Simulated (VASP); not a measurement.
# MnH4 (Cmmm) in VASP: relaxation of cell and atoms with PBE

Aim: the relaxation of cell and atoms of MnH4 with PBE.

Everything below comes from runs of VASP 6.6.1. Logs are shortened: lines on timing, memory, paths and dates and some standing lists are left out, and cuts for length are marked.

## Step 1: The cell of the first run

The structure is orthorhombic, space group Cmmm (No. 65). The conventional cell has a = 3.635 Å, b = 4.319 Å, c = 6.083 Å, α = 90.00°, β = 90.00°, γ = 90.00°. Mn (site symmetry mmm) has 8 H at 2.05 Å within 2.7 Å. Within 2.4 Å of H (site symmetry 2) lie 4 H at 1.82 to 2.16 Å and 2 Mn at 2.05 Å.

## Step 2: Relaxation of cell and atoms, PBE, collinear spin, ferromagnetic start

INCAR reads:

```
ALGO     = Normal         # electronic algorithm
EDIFF    = 1E-6           # SCF threshold, eV
EDIFFG   = -0.08          # ionic threshold
ENCUT    = 600            # plane-wave cutoff, eV
GGA      = PE             # functional
IBRION   = 2              # ionic algorithm
ISIF     = 3              # what is computed and relaxed
ISMEAR   = 0              # smearing method
ISPIN    = 2              # spin polarisation
LASPH    = T              # aspherical terms in the spheres
LCHARG   = F              # write CHGCAR
LMAXMIX  = 4              # l up to which the mixer works
LORBIT   = 11             # projections on sites
LREAL    = F              # projectors in reciprocal space
LWAVE    = F              # write WAVECAR
MAGMOM   = 4 0 0 0 0      # initial moments
NELM     = 150            # most SCF steps
NSW      = 36             # ionic steps
PREC     = Accurate       # precision mode
SIGMA    = 0.15           # smearing width, eV
```

KPOINTS reads:

```
k-points
0
Gamma
  4 4 2
```

POSCAR reads:

```
MnH4
1.0
    1.8173634200     -2.1594957500      0.0000000000
    1.8173634200      2.1594957500      0.0000000000
    0.0000000000      0.0000000000      6.0831932300
Mn H
1 4
Direct
    0.5000000000      0.5000000000      0.0000000000
    0.5000000000      0.0000000000      0.7546135400
    0.0000000000      0.5000000000      0.2453864600
    0.5000000000      0.0000000000      0.2453864600
    0.0000000000      0.5000000000      0.7546135400
```

Potentials or basis: VASP PAW PBE potentials, release 64 (Mn_pv, H).

Started as:

```console
$ cat potpaw_PBE.64/Mn_pv/POTCAR potpaw_PBE.64/H/POTCAR > POTCAR
$ mpirun -np 1 vasp_std > vasp.out
```

OUTCAR:

```text
EDIFF = 1E-6
   EDIFFG = -0.08
   ENCUT = 600
   GGA = PE
   IBRION = 2
   ISIF = 3
   ISMEAR = 0
   ISPIN = 2
   LASPH = T
   LORBIT = 11
   LREAL = F
   NELM = 150
   NSW = 36
   PREC = Accurate

 ion  position               nearest neighbor table
   1  0.500  0.500  0.000-
   2  0.500  0.000  0.755-
   3  0.000  0.500  0.245-
   4  0.500  0.000  0.245-
   5  0.000  0.500  0.755-

  LATTYP: Found a base centered orthorhombic cell.
 ALAT       =     3.6347268400
 B/A-ratio  =     1.1882575198
 C/A-ratio  =     1.6736314716

  Lattice vectors:

 A1 = (   1.8173634200,  -2.1594957500,   0.0000000000)
 A2 = (   1.8173634200,   2.1594957500,   0.0000000000)
 A3 = (   0.0000000000,   0.0000000000,   6.0831932300)

Analysis of symmetry for initial positions (statically):
=====================================================================
 Subroutine PRICEL returns:
 Original cell was already a primitive cell.

 Routine SETGRP: Setting up the symmetry group for a
 base centered orthorhombic supercell.

 Subroutine GETGRP returns: Found  8 space group operations
 (whereof  8 operations were pure point group operations)
 out of a pool of  8 trial point group operations.

The static configuration has the point symmetry D_2h.

Analysis of symmetry for dynamics (positions and initial velocities):
=====================================================================
 Subroutine PRICEL returns:
 Original cell was already a primitive cell.

 Routine SETGRP: Setting up the symmetry group for a
 base centered orthorhombic supercell.

 Subroutine GETGRP returns: Found  8 space group operations
 (whereof  8 operations were pure point group operations)
 out of a pool of  8 trial point group operations.

The dynamic configuration has the point symmetry D_2h.

Analysis of structural, dynamic, and magnetic symmetry:
=====================================================================
 Subroutine PRICEL returns:
 Original cell was already a primitive cell.

 Routine SETGRP: Setting up the symmetry group for a
 base centered orthorhombic supercell.

 Subroutine GETGRP returns: Found  8 space group operations
 (whereof  8 operations were pure point group operations)
 out of a pool of  8 trial point group operations.

The overall configuration has the point symmetry D_2h.

 Subroutine INISYM returns: Found  8 space group operations
 (whereof  8 operations are pure point group operations),
 and found     1 'primitive' translations

----------------------------------------------------------------------------------------

                                     Primitive cell

  volume of cell :      47.7481

  direct lattice vectors                    reciprocal lattice vectors
     1.817363420 -2.159495750  0.000000000     0.275123838 -0.231535533  0.000000000
     1.817363420  2.159495750  0.000000000     0.275123838  0.231535533  0.000000000
     0.000000000  0.000000000  6.083193230     0.000000000  0.000000000  0.164387348

  length of vectors
     2.822451363  2.822451363  6.083193230     0.359585636  0.359585636  0.164387348

  position of ions in fractional coordinates (direct lattice)
     0.500000000  0.500000000  0.000000000
     0.500000000  0.000000000  0.754613540
     0.000000000  0.500000000  0.245386460
     0.500000000  0.000000000  0.245386460
     0.000000000  0.500000000  0.754613540

  ion indices of the primitive-cell ions
   primitive index   ion index
                 1           1
                 2           2
                 3           3
                 4           4
                 5           5

----------------------------------------------------------------------------------------

 KPOINTS: k-points

Automatic generation of k-mesh.
 Grid dimensions read from file:
 generate k-points for:    4    4    2

 Generating k-lattice:

  Cartesian coordinates                     Fractional coordinates (reciprocal lattice)
     0.068780960 -0.057883883  0.000000000     0.250000000  0.000000000  0.000000000
     0.068780960  0.057883883  0.000000000     0.000000000  0.250000000  0.000000000
     0.000000000  0.000000000  0.082193674     0.000000000  0.000000000  0.500000000

  Length of vectors
     0.089896409  0.089896409  0.082193674

  Shift w.r.t. Gamma in fractional coordinates (k-lattice)
     0.000000000  0.000000000  0.000000000

 Subroutine IBZKPT returns following result:
 ===========================================

 Found     14 irreducible k-points:

 Following reciprocal coordinates:
            Coordinates               Weight
  0.000000  0.000000  0.000000      1.000000
  0.250000 -0.000000  0.000000      4.000000
  0.500000 -0.000000  0.000000      2.000000
  0.250000  0.250000  0.000000      2.000000
  0.500000  0.250000  0.000000      4.000000
 -0.250000  0.250000  0.000000      2.000000
  0.500000  0.500000  0.000000      1.000000
  0.000000  0.000000  0.500000      1.000000
  0.250000 -0.000000  0.500000      4.000000
  0.500000 -0.000000  0.500000      2.000000
  0.250000  0.250000  0.500000      2.000000
  0.500000  0.250000  0.500000      4.000000
 -0.250000  0.250000  0.500000      2.000000
  0.500000  0.500000  0.500000      1.000000
   k-points           NKPTS =     14   k-points in BZ     NKDIM =     14   number of bands    NBANDS=     14
   number of dos      NEDOS =    301   number of ions     NIONS =      5
   total plane-waves  NPLWV =  28800
   dimension x,y,z NGX =    24 NGY =   24 NGZ =   50
   dimension x,y,z NGXF=    48 NGYF=   48 NGZF=  100
   ions per type =               1   4
   NGX,Y,Z   is equivalent  to a cutoff of  14.14, 14.14, 13.66 a.u.
   NGXF,Y,Z  is equivalent  to a cutoff of  28.27, 28.27, 27.33 a.u.
 SYSTEM =  unknown system
   PREC   = accura    normal or accurate (medium, high low for compatibility)
   ISTART =      0    job   : 0-new  1-cont  2-samecut
   ICHARG =      2    charge: 1-file 2-atom 10-const
   ISPIN  =      2    spin polarized calculation?
   LNONCOLLINEAR =      F non collinear calculations
   LSORBIT =      F    spin-orbit coupling
   LASPH  =      T    aspherical Exc in radial PAW
   ENCUT  =  600.0 eV  44.10 Ry    6.64 a.u.   5.64  5.64 12.15*2*pi/ulx,y,z
   NELM   =    150;   NELMIN=  2; NELMDL= -5     # of ELM steps
   EDIFF  = 0.1E-05   stopping-criterion for ELM
   LREAL  =      F    real-space projection
   EDIFFG = -.8E-01   stopping-criterion for IOM
   NSW    =     36    number of steps for IOM
   IBRION =      2    ionic relax: 0-MD 1-quasi-New 2-CG
   NFREE  =      1    steps in history (QN), initial steepest desc. (CG)
   ISIF   =      3    stress and relaxation
   ISYM   =      2    0-nonsym 1-usesym 2-fastsym
   POTIM  = 0.5000    time-step for ionic-motion
   TEBEG  =    0.0;   TEEND  =   0.0 temperature during run
   PSTRESS=    0.0 pullay stress
   NELECT =      17.0000    total number of electrons
   NUPDOWN=      -1.0000    fix difference up-down
   EMIN   =  10.00;   EMAX   =-10.00  energy-range for DOS
   EFERMI =   0.00;   METHOD = LEGACY
   ISMEAR =     0;   SIGMA  =   0.15  broadening in eV -4-tet -1-fermi 0-gaus
   EFERMI_NEDOS =   21; number of points for ismear=-14 and -15
   IALGO  =     38    algorithm
   IMIX   =      4    mixing-type and parameters
     AMIX     =   0.40;   BMIX     =  1.00
     AMIX_MAG =   1.60;   BMIX_MAG =  1.00
  volume/ion in A,a.u.               =       9.55        64.44
  Fermi-wavevector in a.u.,A,eV,Ry     =   1.160306  2.192660 18.317661  1.346310
  Thomas-Fermi vector in A             =   2.296890
   LORBIT       =     11    0 simple, 1 ext, 2 COOP (PROOUT), +10 PAW based schemes
   GGA     = PE    functional components
   LHFCALC =     F    Hartree Fock is set to
   AEXX    =    0.0000 exact exchange contribution
   IVDW    =     0    specifies the selected vdW correction
   LEPSILON=     F    determine dielectric tensor
   LRPA    =     F    only Hartree local field effects (RPA)
 conjugate gradient relaxation of ions
 spin polarized calculation
 Gauss-broadening in eV      SIGMA  =   0.15
  energy-cutoff  :      600.00
  volume of cell :       47.75
 maximum number of plane-waves:      1616
 NGX is ok and might be reduce to    24
   NGX = 11   NGY = 11   NGZ = 25

--------------------------------------- Ionic step        1  -------------------------------------------

 number of electron      16.9999989 magnetization       2.3622033

 Free energy of the ion-electron system (eV)
  ---------------------------------------------------
  ext. energy  EPLUGINS =         0.00000000
  ---------------------------------------------------
  free energy    TOTEN  =       -19.27574164 eV

  energy without entropy =      -19.26062510  energy(sigma->0) =      -19.26818337

------------------------ aborting loop because EDIFF is reached ----------------------------------------

  FORCE on cell =-STRESS in cart. coord.  units (eV):
  Direction    XX          YY          ZZ          XY          YZ          ZX
  --------------------------------------------------------------------------------------
  -------------------------------------------------------------------------------------
  Total       -4.2017470     -5.1624449     -9.3790356      0.0000000      0.0000000      0.0000000
  in kB     -140.9888417   -173.2248784   -314.7117988      0.0000000      0.0000000      0.0000000
  external PRESSURE =    -209.6418396 kB  Pullay stress =       0.0000000 kB
[... 1067 lines left out ...]
      1     -45.9516      1.00000
      2     -45.8936      1.00000
      3     -45.5387      1.00000
      4      -2.5384      1.00000
      5      -1.5857      1.00000
      6      -0.9882      1.00000
      7       0.4541      1.00000
      8       2.2317      0.72770
      9       2.2540      0.65381
     10       4.1681      0.00000
     11       7.7480      0.00000
     12       8.6807      0.00000
     13      10.5691      0.00000
     14      12.0653      0.00000

[... ionic steps 4 to 10 ...]

--------------------------------------- Ionic step       11  -------------------------------------------

 number of electron      17.0000004 magnetization       0.0002040

 number of electron      17.0000004 magnetization      -0.0000569
[... 77 lines left out ...]
 number of electron      17.0000003 magnetization       0.0001182

 number of electron      17.0000003 magnetization      -0.0001942

 Free energy of the ion-electron system (eV)
  ---------------------------------------------------
  ext. energy  EPLUGINS =         0.00000000
  ---------------------------------------------------
  free energy    TOTEN  =       -21.21699819 eV

  energy without entropy =      -21.18573552  energy(sigma->0) =      -21.20136685

 E-fermi :   1.8452     XC(G=0):  -9.8238

 val. band max:        1.8398003727   @ k =   0.5000   0.5000   0.0000
 cond. band min:       1.9071806806   @ k =   0.5000   0.5000   0.5000
 fundamental gap:      0.0673803079
 Fermi energy:         1.8452000489
[... 511 lines left out ...]
  FREE ENERGIE OF THE ION-ELECTRON SYSTEM (eV)
  ---------------------------------------------------
  free  energy   TOTEN  =       -21.2169981880 eV

  energy  without entropy=      -21.1857355157  energy(sigma->0) =      -21.20136685

 reached required accuracy - stopping structural energy minimisation

 total charge

# of ion       s       p       d       tot
------------------------------------------
    1        0.382   6.513   5.161  12.056
    2        0.521   0.020   0.000   0.541
    3        0.521   0.020   0.000   0.541
    4        0.521   0.020   0.000   0.541
    5        0.521   0.020   0.000   0.541
--------------------------------------------------
tot          2.467   6.593   5.161  14.221

 magnetization (x)

# of ion       s       p       d       tot
------------------------------------------
    1       -0.000  -0.000  -0.000  -0.000
    2        0.000  -0.000   0.000   0.000
    3        0.000  -0.000   0.000   0.000
    4        0.000  -0.000   0.000   0.000
    5        0.000  -0.000   0.000   0.000
--------------------------------------------------
tot          0.000  -0.000  -0.000  -0.000
```

Wall time 3.6 min (1 thread of Intel Xeon Platinum 8488C (Sapphire Rapids), shared host); peak memory 0.2 GiB.

What came out:

| Quantity | Value |
| --- | --- |
| Free energy | -21.2170 eV |
| Relaxed volume | 6.49 Å³/atom |
| Relaxed cell | a = 2.520 Å, b = 2.520 Å, c = 5.112 Å, α = 90.00°, β = 90.00°, γ = 89.56° |
| Space group after relaxing (to 0.05 Å) | P4/mmm (No. 123) |
| Energy gained by relaxing | 388.3 meV/atom |
| Ionic steps | 13 |
| Pressure after relaxing | 0.6 GPa |
| Largest force after relaxing | 0.017 eV/Å |
| Net moment | 0.00 μB per cell |
| Valence electrons inside the program's atomic spheres | Mn 12.06; H 0.54 |

Forces in eV/Å, atoms in the order of the input:
```
Mn   0.000  0.000  0.000
H    0.000  0.000  0.017
H    0.000  0.000 -0.017
H    0.000  0.000 -0.017
H    0.000  0.000  0.017
```

Stress tensor (GPa, compression positive):
```
0.19 0.00 0.00
0.00 1.10 0.00
0.00 0.00 0.63
```

Step by step:
```
step  energy change (eV)  largest force (eV/Å)  pressure (GPa)  volume (Å³)
   1              0.0000                1.5690          -20.96        47.75
   2             -1.4981                1.0893          -16.22        39.59
   3             -1.8090                0.0470           -2.99        33.00
   4             -1.8097                0.1327           -1.43        32.67
   5             -1.8452                0.1399            0.65        32.07
   6             -1.8648                0.1520            5.23        31.04
   7             -1.8880                0.0259            3.23        31.34
   8             -1.8959                0.2191            0.91        31.70
   9             -1.9165                0.2175           -0.18        32.06
  10             -1.9279                0.2119           -1.47        32.55
  11             -1.9385                0.0392            0.99        32.23
  12             -1.9387                0.0172            1.38        32.19
  13             -1.9413                0.0173            0.64        32.45
```

Final structure:
```
Mn H
1.0
     1.78844   -1.77470    0.00000
     1.78844    1.77470    0.00000
     0.00000    0.00000    5.11188
Mn H
1 4
Direct
  0.50000 0.50000 0.00000
  0.50000 0.00000 0.77989
  0.00000 0.50000 0.22011
  0.50000 0.00000 0.22011
  0.00000 0.50000 0.77989
```

Caveat: the k points lie up to 0.62 Å⁻¹ apart in the final cell; the starting moments collapsed, and a magnetic state may lie lower; the volume moved by over 15 % at a fixed basis, so the end points are rough; the relaxation stopped at a loose force limit of 0.08 eV/Å, so its end isn't a converged minimum.
